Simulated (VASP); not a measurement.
# MgS (Niningerite) (Fm-3m) in VASP: further runs

MgS (Niningerite) is run at these levels: PBE; tasks: single point.

Everything below comes from runs of VASP 6.6.1. Logs are shortened: lines on timing, memory, paths and dates and some standing lists are left out, and cuts for length are marked.

## (1) The cell of the first run

Symmetry: Fm-3m, No. 225, cubic system. The conventional cell has a = 5.203 Å, b = 5.203 Å, c = 5.203 Å, α = 90.00°, β = 90.00°, γ = 90.00°. Within 3.4 Å of Mg (site symmetry m-3m) lie 6 S at 2.60 Å. Within 3.4 Å of S (site symmetry m-3m) lie 6 Mg at 2.60 Å.

## (2) Single point, PBE

INCAR

```
SYSTEM = MgS
  PREC = Accurate
  ENCUT = 520
  EDIFF = 1E-6
  ISMEAR = 0
  SIGMA = 0.01
  LREAL = .FALSE.
  LASPH = .TRUE.
  NELM = 80
  ALGO = Normal
  ISIF = 2
  LWAVE = .FALSE.
  LCHARG = .TRUE.
  GGA = PE
  LELF = .TRUE.
  LVHAR = .TRUE.
  NBANDS = 11
```

KPOINTS

```
regular mesh
0
G
  6 6 6
  0 0 0
```

POSCAR

```
MgS
1.0
    0.0000000000      2.6015177400      2.6015177400
    2.6015177400      0.0000000000      2.6015177400
    2.6015177400      2.6015177400      0.0000000000
Mg S
1 1
Direct
    0.0000000000      0.0000000000      0.0000000000
    0.5000000000      0.5000000000      0.5000000000
```

Potentials or basis: VASP PAW PBE potentials, release 64 (Mg, S).

On the command line:

```console
$ cat potpaw_PBE.64/Mg/POTCAR potpaw_PBE.64/S/POTCAR > POTCAR
$ mpirun -np 1 vasp_std > vasp.out
```

OUTCAR:

```text
SYSTEM = MgS
   PREC = Accurate
   ENCUT = 520
   EDIFF = 1E-6
   ISMEAR = 0
   LREAL = .FALSE.
   LASPH = .TRUE.
   NELM = 80
   ISIF = 2
   GGA = PE

 ion  position               nearest neighbor table
   1  0.000  0.000  0.000-   2 2.60   2 2.60   2 2.60   2 2.60   2 2.60   2 2.60
   2  0.500  0.500  0.500-   1 2.60   1 2.60   1 2.60   1 2.60   1 2.60   1 2.60

  LATTYP: Found a face centered cubic cell.
 ALAT       =     5.2030354800

  Lattice vectors:

 A1 = (   0.0000000000,   2.6015177400,   2.6015177400)
 A2 = (   2.6015177400,   0.0000000000,   2.6015177400)
 A3 = (   2.6015177400,   2.6015177400,   0.0000000000)

Analysis of symmetry for initial positions (statically):
=====================================================================
 Subroutine PRICEL returns:
 Original cell was already a primitive cell.

 Routine SETGRP: Setting up the symmetry group for a
 face centered cubic supercell.

 Subroutine GETGRP returns: Found 48 space group operations
 (whereof 48 operations were pure point group operations)
 out of a pool of 48 trial point group operations.

The static configuration has the point symmetry O_h .

Analysis of symmetry for dynamics (positions and initial velocities):
=====================================================================
 Subroutine PRICEL returns:
 Original cell was already a primitive cell.

 Routine SETGRP: Setting up the symmetry group for a
 face centered cubic supercell.

 Subroutine GETGRP returns: Found 48 space group operations
 (whereof 48 operations were pure point group operations)
 out of a pool of 48 trial point group operations.

The dynamic configuration has the point symmetry O_h .

 Subroutine INISYM returns: Found 48 space group operations
 (whereof 48 operations are pure point group operations),
 and found     1 'primitive' translations

----------------------------------------------------------------------------------------

                                     Primitive cell

  volume of cell :      35.2136

  direct lattice vectors                    reciprocal lattice vectors
     0.000000000  2.601517740  2.601517740    -0.192195499  0.192195499  0.192195499
     2.601517740  0.000000000  2.601517740     0.192195499 -0.192195499  0.192195499
     2.601517740  2.601517740  0.000000000     0.192195499  0.192195499 -0.192195499

  length of vectors
     3.679101671  3.679101671  3.679101671     0.332892369  0.332892369  0.332892369

  position of ions in fractional coordinates (direct lattice)
     0.000000000  0.000000000  0.000000000
     0.500000000  0.500000000  0.500000000

  ion indices of the primitive-cell ions
   primitive index   ion index
                 1           1
                 2           2

----------------------------------------------------------------------------------------

 KPOINTS: regular mesh

Automatic generation of k-mesh.
 Grid dimensions read from file:
 generate k-points for:    6    6    6

 Generating k-lattice:

  Cartesian coordinates                     Fractional coordinates (reciprocal lattice)
    -0.032032583  0.032032583  0.032032583     0.166666667  0.000000000  0.000000000
     0.032032583 -0.032032583  0.032032583     0.000000000  0.166666667  0.000000000
     0.032032583  0.032032583 -0.032032583     0.000000000  0.000000000  0.166666667

  Length of vectors
     0.055482062  0.055482062  0.055482062

  Shift w.r.t. Gamma in fractional coordinates (k-lattice)
     0.000000000  0.000000000  0.000000000

 Subroutine IBZKPT returns following result:
 ===========================================

 Found     16 irreducible k-points:

 Following reciprocal coordinates:
            Coordinates               Weight
  0.000000  0.000000  0.000000      1.000000
  0.166667  0.000000  0.000000      8.000000
  0.333333  0.000000  0.000000      8.000000
  0.500000  0.000000  0.000000      4.000000
  0.166667  0.166667  0.000000      6.000000
  0.333333  0.166667  0.000000     24.000000
[... 8 lines left out ...]
 -0.333333  0.333333  0.166667     24.000000
 -0.333333  0.500000  0.166667     12.000000
   k-points           NKPTS =     16   k-points in BZ     NKDIM =     16   number of bands    NBANDS=     11
   number of dos      NEDOS =    301   number of ions     NIONS =      2
   total plane-waves  NPLWV =  21952
   dimension x,y,z NGX =    28 NGY =   28 NGZ =   28
   dimension x,y,z NGXF=    56 NGYF=   56 NGZF=   56
   ions per type =               1   1
   NGX,Y,Z   is equivalent  to a cutoff of  12.65, 12.65, 12.65 a.u.
   NGXF,Y,Z  is equivalent  to a cutoff of  25.30, 25.30, 25.30 a.u.
 SYSTEM =  MgS
   PREC   = accura    normal or accurate (medium, high low for compatibility)
   ISTART =      0    job   : 0-new  1-cont  2-samecut
   ICHARG =      2    charge: 1-file 2-atom 10-const
   ISPIN  =      1    spin polarized calculation?
   LNONCOLLINEAR =      F non collinear calculations
   LSORBIT =      F    spin-orbit coupling
   LASPH  =      T    aspherical Exc in radial PAW
   ENCUT  =  520.0 eV  38.22 Ry    6.18 a.u.   6.84  6.84  6.84*2*pi/ulx,y,z
   NELM   =     80;   NELMIN=  2; NELMDL= -5     # of ELM steps
   EDIFF  = 0.1E-05   stopping-criterion for ELM
   LREAL  =      F    real-space projection
   EDIFFG = 0.1E-04   stopping-criterion for IOM
   NSW    =      0    number of steps for IOM
   IBRION =     -1    ionic relax: 0-MD 1-quasi-New 2-CG
   NFREE  =      0    steps in history (QN), initial steepest desc. (CG)
   ISIF   =      2    stress and relaxation
   ISYM   =      2    0-nonsym 1-usesym 2-fastsym
   POTIM  = 0.5000    time-step for ionic-motion
   TEBEG  =    0.0;   TEEND  =   0.0 temperature during run
   PSTRESS=    0.0 pullay stress
   NELECT =       8.0000    total number of electrons
   NUPDOWN=      -1.0000    fix difference up-down
   EMIN   =  10.00;   EMAX   =-10.00  energy-range for DOS
   EFERMI =   0.00;   METHOD = LEGACY
   ISMEAR =     0;   SIGMA  =   0.01  broadening in eV -4-tet -1-fermi 0-gaus
   EFERMI_NEDOS =   21; number of points for ismear=-14 and -15
   IALGO  =     38    algorithm
   IMIX   =      4    mixing-type and parameters
     AMIX     =   0.40;   BMIX     =  1.00
     AMIX_MAG =   1.60;   BMIX_MAG =  1.00
  volume/ion in A,a.u.               =      17.61       118.82
  Fermi-wavevector in a.u.,A,eV,Ry     =   0.998929  1.887702 13.576703  0.997860
  Thomas-Fermi vector in A             =   2.131185
   LORBIT       =      0    0 simple, 1 ext, 2 COOP (PROOUT), +10 PAW based schemes
   GGA     = PE    functional components
   LHFCALC =     F    Hartree Fock is set to
   AEXX    =    0.0000 exact exchange contribution
   IVDW    =     0    specifies the selected vdW correction
   LEPSILON=     F    determine dielectric tensor
   LRPA    =     F    only Hartree local field effects (RPA)
 non-spin polarized calculation
 Gauss-broadening in eV      SIGMA  =   0.01
  energy-cutoff  :      520.00
  volume of cell :       35.21
 maximum number of plane-waves:       960
   NGX = 13   NGY = 13   NGZ = 13

 number of electron       8.0000000 magnetization

 Free energy of the ion-electron system (eV)
  ---------------------------------------------------
  ext. energy  EPLUGINS =         0.00000000
  ---------------------------------------------------
  free energy    TOTEN  =        -8.49917636 eV

  energy without entropy =       -8.49917636  energy(sigma->0) =       -8.49917636

 E-fermi :   3.8029     XC(G=0):  -9.6882

 val. band max:        3.7289006292   @ k =   0.0000   0.0000   0.0000
 cond. band min:       6.5026192430   @ k =   0.5000   0.5000   0.0000
 fundamental gap:      2.7737186138
 Fermi energy:         3.8029086784

 k-point     1 :       0.0000    0.0000    0.0000
  band No.  band energies     occupation
      1      -8.9389      2.00000
      2       3.7289      2.00000
      3       3.7289      2.00000
      4       3.7289      2.00000
      5       7.4393      0.00000
      6      11.6819      0.00000
      7      11.6819      0.00000
      8      11.6819      0.00000
      9      14.0774      0.00000
     10      14.0774      0.00000
     11      16.2659      0.00000

 k-point     2 :       0.1667    0.0000    0.0000
  band No.  band energies     occupation
      1      -8.6752      2.00000
      2       2.1004      2.00000
      3       3.5602      2.00000
      4       3.5602      2.00000
      5       8.5376      0.00000
      6      11.3857      0.00000
      7      11.9430      0.00000
      8      11.9430      0.00000
      9      13.3769      0.00000
     10      13.3769      0.00000
     11      16.1620      0.00000

 k-point     3 :       0.3333    0.0000    0.0000
  band No.  band energies     occupation
      1      -8.0389      2.00000
      2      -0.1116      2.00000
      3       3.2682      2.00000
      4       3.2682      2.00000
      5       8.5116      0.00000
      6      11.0670      0.00000
      7      11.0670      0.00000
      8      13.0747      0.00000
      9      15.2422      0.00000
     10      15.2422      0.00000
     11      15.2864      0.00000

 k-point     4 :       0.5000    0.0000    0.0000
  band No.  band energies     occupation
      1      -7.6329      2.00000
      2      -1.1015      2.00000
      3       3.1395      2.00000
      4       3.1395      2.00000
      5       8.2762      0.00000
      6      10.6349      0.00000
      7      10.6349      0.00000
      8      13.8432      0.00000
      9      15.8831      0.00000
     10      18.1156      0.00000
     11      18.1156      0.00000
[... 127 lines left out ...]
 k-point    14 :       0.5000    0.3333    0.1667
  band No.  band energies     occupation
      1      -7.6057      2.00000
      2       0.0430      2.00000
      3       1.5379      2.00000
      4       2.4967      2.00000
      5       9.0139      0.00000
      6      10.3511      0.00000
      7      11.0458      0.00000
      8      13.5656      0.00000
      9      15.2803      0.00000
     10      18.5648      0.00000
     11      19.0454      0.00000

 k-point    15 :      -0.3333    0.3333    0.1667
  band No.  band energies     occupation
      1      -7.3303      2.00000
      2      -0.1945      2.00000
      3       1.0168      2.00000
      4       2.1438      2.00000
      5       9.0527      0.00000
      6      10.4478      0.00000
      7      12.4162      0.00000
      8      12.6534      0.00000
      9      15.9635      0.00000
     10      17.6280      0.00000
     11      19.4374      0.00000

 k-point    16 :      -0.3333    0.5000    0.1667
  band No.  band energies     occupation
      1      -7.2280      2.00000
      2      -0.0221      2.00000
      3       1.1494      2.00000
      4       1.5157      2.00000
      5       8.1366      0.00000
      6       9.9514      0.00000
      7      12.8873      0.00000
      8      13.5306      0.00000
      9      17.5323      0.00000
     10      18.7679      0.00000
     11      19.1957      0.00000

------------------------ aborting loop because EDIFF is reached ----------------------------------------

  FORCE on cell =-STRESS in cart. coord.  units (eV):
  Direction    XX          YY          ZZ          XY          YZ          ZX
  --------------------------------------------------------------------------------------
  -------------------------------------------------------------------------------------
  Total        0.1970708      0.1970708      0.1970708     -0.0000000     -0.0000000      0.0000000
  in kB        8.9664905      8.9664905      8.9664905     -0.0000000     -0.0000000      0.0000000
  external PRESSURE =       8.9664905 kB  Pullay stress =       0.0000000 kB

 VOLUME and BASIS-vectors are now :
 -----------------------------------------------------------------------------
  energy-cutoff  :      520.00
  volume of cell :       35.21
      direct lattice vectors                 reciprocal lattice vectors
     0.000000000  2.601517740  2.601517740    -0.192195499  0.192195499  0.192195499
     2.601517740  0.000000000  2.601517740     0.192195499 -0.192195499  0.192195499
     2.601517740  2.601517740  0.000000000     0.192195499  0.192195499 -0.192195499

 POSITION                                       TOTAL-FORCE (eV/Angst)
 -----------------------------------------------------------------------------------
      0.00000      0.00000      0.00000        -0.000000      0.000000     -0.000000
      2.60152      2.60152      2.60152         0.000000     -0.000000      0.000000
 -----------------------------------------------------------------------------------
    total drift:                                0.000000      0.000000      0.000000

  FREE ENERGIE OF THE ION-ELECTRON SYSTEM (eV)
  ---------------------------------------------------
  free  energy   TOTEN  =        -8.4991763555 eV

  energy  without entropy=       -8.4991763555  energy(sigma->0) =       -8.49917636
```

It took 4.6 s on 1 thread of Intel Xeon 6975P-C, shared host; peak memory 0.15 GiB.

What came out:

- Free energy: -8.4992 eV
- Pressure: 0.9 GPa
- Band gap on the k mesh: 2.77 eV, indirect (least direct gap 3.71 eV)

Levels at points of the mesh, in eV from the valence-band top:
```tsv
k point	band 1	band 2	band 3	band 4	band 5	band 6	band 7	band 8	band 9
(0.00, 0.00, 0.00)	-12.67	0.00	0.00	0.00	3.71	7.95	7.95	7.95	10.35
(0.50, 0.00, 0.00)	-11.36	-4.83	-0.59	-0.59	4.55	6.91	6.91	10.11	12.15
(0.50, 0.50, 0.00)	-10.99	-4.19	-1.68	-1.68	2.77	4.39	12.01	12.82	13.37
```

## (3) Single point, PBE

INCAR

```
ALGO = Normal ; EDIFF = 1E-6
ENCUT = 520 ; GGA = PE
ISIF = 2 ; ISMEAR = 0
LASPH = True ; LCHARG = False
LREAL = False ; LWAVE = False
NBANDS = 11 ; NELM = 60
PREC = Accurate ; SIGMA = 0.01
```

KPOINTS

```
k-points
0
Gamma
  6 6 6
```

POSCAR is that of step 2.

Potentials or basis: VASP PAW PBE potentials, release 64 (Mg, S).

On the command line:

```console
$ cat potpaw_PBE.64/Mg/POTCAR potpaw_PBE.64/S/POTCAR > POTCAR
$ mpirun -np 1 vasp_std > vasp.out
```

OUTCAR:

```text
EDIFF = 1E-6
   ENCUT = 520
   GGA = PE
   ISIF = 2
   ISMEAR = 0
   LASPH = True
   LREAL = False
   NELM = 60
   PREC = Accurate

 ion  position               nearest neighbor table
   1  0.000  0.000  0.000-   2 2.60   2 2.60   2 2.60   2 2.60   2 2.60   2 2.60
   2  0.500  0.500  0.500-   1 2.60   1 2.60   1 2.60   1 2.60   1 2.60   1 2.60

  LATTYP: Found a face centered cubic cell.
 ALAT       =     5.2030354800

  Lattice vectors:

 A1 = (   0.0000000000,   2.6015177400,   2.6015177400)
[... 399 lines left out ...]
------------------------ aborting loop because EDIFF is reached ----------------------------------------

  FORCE on cell =-STRESS in cart. coord.  units (eV):
  Direction    XX          YY          ZZ          XY          YZ          ZX
  --------------------------------------------------------------------------------------
  -------------------------------------------------------------------------------------
  Total        0.1970708      0.1970708      0.1970708     -0.0000000     -0.0000000      0.0000000
  in kB        8.9664905      8.9664905      8.9664905     -0.0000000     -0.0000000      0.0000000
  external PRESSURE =       8.9664905 kB  Pullay stress =       0.0000000 kB

 VOLUME and BASIS-vectors are now :
 -----------------------------------------------------------------------------
  energy-cutoff  :      520.00
  volume of cell :       35.21
      direct lattice vectors                 reciprocal lattice vectors
     0.000000000  2.601517740  2.601517740    -0.192195499  0.192195499  0.192195499
     2.601517740  0.000000000  2.601517740     0.192195499 -0.192195499  0.192195499
     2.601517740  2.601517740  0.000000000     0.192195499  0.192195499 -0.192195499

 POSITION                                       TOTAL-FORCE (eV/Angst)
 -----------------------------------------------------------------------------------
      0.00000      0.00000      0.00000        -0.000000      0.000000     -0.000000
      2.60152      2.60152      2.60152         0.000000     -0.000000      0.000000
 -----------------------------------------------------------------------------------
    total drift:                                0.000000      0.000000      0.000000

  FREE ENERGIE OF THE ION-ELECTRON SYSTEM (eV)
  ---------------------------------------------------
  free  energy   TOTEN  =        -8.4991763555 eV

  energy  without entropy=       -8.4991763555  energy(sigma->0) =       -8.49917636
```

stdout:

```text
POSCAR found type information on POSCAR MgS
 POSCAR found :  2 types and       2 ions
 scaLAPACK will be used
 LDA part: xc-table for (Slater+PW92), standard interpolation
 POSCAR, INCAR and KPOINTS ok, starting setup
 FFT: planning ... GRIDC
 FFT: planning ... GRID_SOFT
 FFT: planning ... GRID
 WAVECAR not read
 entering main loop
```

Wall time 5.2 s (1 thread of Intel Xeon 6975P-C, shared host); peak memory 0.15 GiB.

Results:

* Free energy: -8.4992 eV
* Pressure: 0.9 GPa
* Band gap on the k mesh: 2.77 eV, indirect (least direct gap 3.71 eV)
